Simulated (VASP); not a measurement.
# Gd (Im-3m) in VASP: single point with PBE

Aim: the single point of Gd with PBE.

Program: VASP 6.6.1. These are calculated values, not measurements. Logs are shortened: lines on timing, memory, paths and dates and some standing lists are left out, and cuts for length are marked.

## (1) The cell of the first run

The structure is cubic, space group Im-3m (No. 229). The conventional cell has a = 3.204 Å, b = 3.204 Å, c = 3.204 Å, α = 90.00°, β = 90.00°, γ = 90.00°. Within 3.7 Å of Gd (site symmetry m-3m) lie 14 Gd at 2.77 to 3.20 Å.

This isn't the form of Gd at room conditions, which is hcp.

## (2) Single point, PBE, collinear spin, ferromagnetic start

File INCAR:

```
SYSTEM = Gd
PREC = Accurate
ENCUT = 520
EDIFF = 1E-6
ISMEAR = -1
SIGMA = 0.05
LREAL = .False.
LASPH = .True.
NELM = 150
ALGO = Normal
ISIF = 2
LWAVE = .False.
LCHARG = .True.
ISPIN = 2
MAGMOM = 7
LORBIT = 11
LMAXMIX = 6
GGA = PE
LELF = .True.
LVHAR = .True.
NBANDS = 19
```

File KPOINTS:

```
Automatic mesh
0
Gamma
  17 17 17
  0 0 0
```

File POSCAR:

```
Gd
1.0
   -1.6021416304      1.6021416304      1.6021416304
    1.6021416304     -1.6021416304      1.6021416304
    1.6021416304      1.6021416304     -1.6021416304
Gd
1
Direct
    0.0000000000      0.0000000000      0.0000000000
```

Potentials or basis: VASP PAW PBE potentials, release 64 (Gd).

On the command line:

```bash
cat potpaw_PBE.64/Gd/POTCAR > POTCAR
mpirun -np 1 vasp_std > vasp.out
```

OUTCAR:

```text
SYSTEM = Gd
   PREC = Accurate
   ENCUT = 520
   EDIFF = 1E-6
   ISMEAR = -1
   LREAL = .False.
   LASPH = .True.
   NELM = 150
   ISIF = 2
   ISPIN = 2
   LORBIT = 11
   GGA = PE

 ion  position               nearest neighbor table
   1  0.000  0.000  0.000-

  LATTYP: Found a body centered cubic cell.
 ALAT       =     3.2042832608

  Lattice vectors:

 A1 = (  -1.6021416304,   1.6021416304,   1.6021416304)
 A2 = (   1.6021416304,  -1.6021416304,   1.6021416304)
 A3 = (   1.6021416304,   1.6021416304,  -1.6021416304)

Analysis of symmetry for initial positions (statically):
=====================================================================
 Subroutine PRICEL returns:
 Original cell was already a primitive cell.

 Routine SETGRP: Setting up the symmetry group for a
 body centered cubic supercell.

 Subroutine GETGRP returns: Found 48 space group operations
 (whereof 48 operations were pure point group operations)
 out of a pool of 48 trial point group operations.

The static configuration has the point symmetry O_h .

Analysis of symmetry for dynamics (positions and initial velocities):
=====================================================================
 Subroutine PRICEL returns:
 Original cell was already a primitive cell.

 Routine SETGRP: Setting up the symmetry group for a
 body centered cubic supercell.

 Subroutine GETGRP returns: Found 48 space group operations
 (whereof 48 operations were pure point group operations)
 out of a pool of 48 trial point group operations.

The dynamic configuration has the point symmetry O_h .

Analysis of structural, dynamic, and magnetic symmetry:
=====================================================================
 Subroutine PRICEL returns:
 Original cell was already a primitive cell.

 Routine SETGRP: Setting up the symmetry group for a
 body centered cubic supercell.

 Subroutine GETGRP returns: Found 48 space group operations
 (whereof 48 operations were pure point group operations)
 out of a pool of 48 trial point group operations.

The overall configuration has the point symmetry O_h .

 Subroutine INISYM returns: Found 48 space group operations
 (whereof 48 operations are pure point group operations),
 and found     1 'primitive' translations

----------------------------------------------------------------------------------------

                                     Primitive cell

  volume of cell :      16.4499

  direct lattice vectors                    reciprocal lattice vectors
    -1.602141630  1.602141630  1.602141630     0.000000000  0.312082272  0.312082272
     1.602141630 -1.602141630  1.602141630     0.312082272  0.000000000  0.312082272
     1.602141630  1.602141630 -1.602141630     0.312082272  0.312082272  0.000000000

  length of vectors
     2.774990705  2.774990705  2.774990705     0.441350982  0.441350982  0.441350982

  position of ions in fractional coordinates (direct lattice)
     0.000000000  0.000000000  0.000000000

  ion indices of the primitive-cell ions
   primitive index   ion index
                 1           1

----------------------------------------------------------------------------------------

 KPOINTS: Automatic mesh

Automatic generation of k-mesh.
 Grid dimensions read from file:
 generate k-points for:   17   17   17

 Generating k-lattice:

  Cartesian coordinates                     Fractional coordinates (reciprocal lattice)
     0.000000000  0.018357781  0.018357781     0.058823529  0.000000000  0.000000000
     0.018357781  0.000000000  0.018357781     0.000000000  0.058823529  0.000000000
     0.018357781  0.018357781  0.000000000     0.000000000  0.000000000  0.058823529

  Length of vectors
     0.025961822  0.025961822  0.025961822

  Shift w.r.t. Gamma in fractional coordinates (k-lattice)
     0.000000000  0.000000000  0.000000000

 Subroutine IBZKPT returns following result:
 ===========================================

 Found    165 irreducible k-points:

 Following reciprocal coordinates:
            Coordinates               Weight
  0.000000  0.000000  0.000000      1.000000
  0.058824  0.000000  0.000000     12.000000
  0.117647  0.000000  0.000000     12.000000
  0.176471  0.000000  0.000000     12.000000
  0.235294  0.000000  0.000000     12.000000
  0.294118  0.000000  0.000000     12.000000
[... 16 lines left out ...]
  0.411765  0.117647  0.000000     48.000000
  0.176471  0.176471  0.000000     24.000000
 [... further k-points ...]
   k-points           NKPTS =    165   k-points in BZ     NKDIM =    165   number of bands    NBANDS=     19
   number of dos      NEDOS =    301   number of ions     NIONS =      1
   total plane-waves  NPLWV =  13824
   dimension x,y,z NGX =    24 NGY =   24 NGZ =   24
   dimension x,y,z NGXF=    48 NGYF=   48 NGZF=   48
   ions per type =               1
   NGX,Y,Z   is equivalent  to a cutoff of  14.38, 14.38, 14.38 a.u.
   NGXF,Y,Z  is equivalent  to a cutoff of  28.76, 28.76, 28.76 a.u.
 SYSTEM =  Gd
   PREC   = accura    normal or accurate (medium, high low for compatibility)
   ISTART =      0    job   : 0-new  1-cont  2-samecut
   ICHARG =      2    charge: 1-file 2-atom 10-const
   ISPIN  =      2    spin polarized calculation?
   LNONCOLLINEAR =      F non collinear calculations
   LSORBIT =      F    spin-orbit coupling
   LASPH  =      T    aspherical Exc in radial PAW
   ENCUT  =  520.0 eV  38.22 Ry    6.18 a.u.   5.16  5.16  5.16*2*pi/ulx,y,z
   NELM   =    150;   NELMIN=  2; NELMDL= -5     # of ELM steps
   EDIFF  = 0.1E-05   stopping-criterion for ELM
   LREAL  =      F    real-space projection
   EDIFFG = 0.1E-04   stopping-criterion for IOM
   NSW    =      0    number of steps for IOM
   IBRION =     -1    ionic relax: 0-MD 1-quasi-New 2-CG
   NFREE  =      0    steps in history (QN), initial steepest desc. (CG)
   ISIF   =      2    stress and relaxation
   ISYM   =      2    0-nonsym 1-usesym 2-fastsym
   POTIM  = 0.5000    time-step for ionic-motion
   TEBEG  =    0.0;   TEEND  =   0.0 temperature during run
   PSTRESS=    0.0 pullay stress
   NELECT =      18.0000    total number of electrons
   NUPDOWN=      -1.0000    fix difference up-down
   EMIN   =  10.00;   EMAX   =-10.00  energy-range for DOS
   EFERMI =   0.00;   METHOD = LEGACY
   ISMEAR =    -1;   SIGMA  =   0.05  broadening in eV -4-tet -1-fermi 0-gaus
   EFERMI_NEDOS =   21; number of points for ismear=-14 and -15
   IALGO  =     38    algorithm
   IMIX   =      4    mixing-type and parameters
     AMIX     =   0.40;   BMIX     =  1.00
     AMIX_MAG =   1.60;   BMIX_MAG =  1.00
  volume/ion in A,a.u.               =      16.45       111.01
  Fermi-wavevector in a.u.,A,eV,Ry     =   1.686986  3.187941 38.721108  2.845921
  Thomas-Fermi vector in A             =   2.769553
   LORBIT       =     11    0 simple, 1 ext, 2 COOP (PROOUT), +10 PAW based schemes
   GGA     = PE    functional components
   LHFCALC =     F    Hartree Fock is set to
   AEXX    =    0.0000 exact exchange contribution
   IVDW    =     0    specifies the selected vdW correction
   LEPSILON=     F    determine dielectric tensor
   LRPA    =     F    only Hartree local field effects (RPA)
 spin polarized calculation
  energy-cutoff  :      520.00
  volume of cell :       16.45
 maximum number of plane-waves:       458
 NGX is ok and might be reduce to    24
   NGX = 11   NGY = 11   NGZ = 11

 number of electron      17.9999998 magnetization       7.1772117

 Free energy of the ion-electron system (eV)
  ---------------------------------------------------
  ext. energy  EPLUGINS =         0.00000000
  ---------------------------------------------------
  free energy    TOTEN  =        -9.33412982 eV

  energy without entropy =       -9.31616150  energy(sigma->0) =       -9.32514566

 E-fermi :   7.0576     XC(G=0): -13.6289

 val. band max:        7.0573135768   @ k =  -0.2941   0.3529   0.1765
 cond. band min:       7.0689289121   @ k =   0.1765   0.1176   0.0000
 fundamental gap:      0.0116153353
 Fermi energy:         7.0575769304

 spin component 1

 k-point     1 :       0.0000    0.0000    0.0000
  band No.  band energies     occupation
      1     -38.0115      1.00000
      2     -12.7657      1.00000
      3     -12.7657      1.00000
      4     -12.7657      1.00000
      5       2.7688      1.00000
      6       2.9563      1.00000
[... 11 lines left out ...]
     18      21.5864      0.00000
     19      21.5864      0.00000

 k-point     2 :       0.0588    0.0000    0.0000
  band No.  band energies     occupation
      1     -37.9809      1.00000
      2     -12.9713      1.00000
      3     -12.8213      1.00000
      4     -12.7702      1.00000
      5       2.9542      1.00000
      6       2.9618      1.00000
[... 476 lines left out ...]
 k-point    24 :       0.1765    0.1765    0.0000
  band No.  band energies     occupation
      1     -37.3596      1.00000
      2     -15.9263      1.00000
      3     -13.8905      1.00000
      4     -13.1451      1.00000
      5       3.0192      1.00000
      6       3.1107      1.00000
[... 11 lines left out ...]
     18      24.2841      0.00000
     19      25.0436      0.00000

 [... further k-points ...]

 spin component 2

 k-point     1 :       0.0000    0.0000    0.0000
  band No.  band energies     occupation
      1     -35.0399      1.00000
      2     -10.3022      1.00000
      3     -10.3022      1.00000
      4     -10.3022      1.00000
      5       4.0037      1.00000
      6       7.7497      0.00000
[... 11 lines left out ...]
     18      22.9487      0.00000
     19      22.9487      0.00000

 k-point     2 :       0.0588    0.0000    0.0000
  band No.  band energies     occupation
      1     -35.0050      1.00000
      2     -10.5399      1.00000
      3     -10.3649      1.00000
      4     -10.3081      1.00000
      5       4.2845      1.00000
      6       7.6805      0.00000
[... 476 lines left out ...]
 k-point    24 :       0.1765    0.1765    0.0000
  band No.  band energies     occupation
      1     -34.2880      1.00000
      2     -13.8506      1.00000
      3     -11.5857      1.00000
      4     -10.7409      1.00000
      5       6.2054      1.00000
      6       6.8941      0.96336
[... 11 lines left out ...]
     18      25.5860      0.00000
     19      26.2596      0.00000

 [... further k-points ...]

------------------------ aborting loop because EDIFF is reached ----------------------------------------

  FORCE on cell =-STRESS in cart. coord.  units (eV):
  Direction    XX          YY          ZZ          XY          YZ          ZX
  --------------------------------------------------------------------------------------
  -------------------------------------------------------------------------------------
  Total        7.3057664      7.3057664      7.3057664     -0.0000000      0.0000000     -0.0000000
  in kB      711.5634907    711.5634907    711.5634907     -0.0000000      0.0000000     -0.0000000
  external PRESSURE =     711.5634907 kB  Pullay stress =       0.0000000 kB

 VOLUME and BASIS-vectors are now :
 -----------------------------------------------------------------------------
  energy-cutoff  :      520.00
  volume of cell :       16.45
      direct lattice vectors                 reciprocal lattice vectors
    -1.602141630  1.602141630  1.602141630     0.000000000  0.312082272  0.312082272
     1.602141630 -1.602141630  1.602141630     0.312082272  0.000000000  0.312082272
     1.602141630  1.602141630 -1.602141630     0.312082272  0.312082272  0.000000000

 POSITION                                       TOTAL-FORCE (eV/Angst)
 -----------------------------------------------------------------------------------
      0.00000      0.00000      0.00000        -0.000000      0.000000      0.000000
 -----------------------------------------------------------------------------------
    total drift:                                0.000000      0.000000      0.000000

  FREE ENERGIE OF THE ION-ELECTRON SYSTEM (eV)
  ---------------------------------------------------
  free  energy   TOTEN  =        -9.3341298240 eV

  energy  without entropy=       -9.3161614987  energy(sigma->0) =       -9.32514566

 total charge

# of ion       s       p       d       f       tot
--------------------------------------------------
    1        2.102   5.508   1.216   7.051  15.877

 magnetization (x)

# of ion       s       p       d       f       tot
--------------------------------------------------
    1        0.021  -0.038   0.209   6.636   6.828
```

It took 2.4 min on 1 thread of AMD EPYC 9R45 (Zen 5), shared host; peak memory 0.19 GiB.

Results:

```
Free energy                                           : -9.3341 eV
Pressure                                              : 71.2 GPa
Net moment                                            : 7.18 μB per cell
Site moments                                          : Gd +6.83 μB
Valence electrons inside the program's atomic spheres : Gd 15.88
```

Levels at points of the mesh, in eV from the Fermi level:
Spin up:
| k point | band 11 | band 12 | band 13 | band 14 | band 15 | band 16 |
| --- | --- | --- | --- | --- | --- | --- |
| (0.00, 0.00, 0.00) | -3.36 | -3.16 | 1.90 | 1.90 | 1.90 | 6.10 |
Spin down:
```
           k point  band 1  band 2  band 3  band 4  band 5  band 6  band 7  band 8  band 9  band 10
(0.00, 0.00, 0.00)  -42.10  -17.36  -17.36  -17.36   -3.05    0.69    0.69    0.69    1.99     1.99
```

Caveat: the cell stands under pressure; spin-orbit coupling is left out, which moves the levels of the heavy elements; semilocal functionals describe open f shells poorly, which spoils levels, moments and volumes.
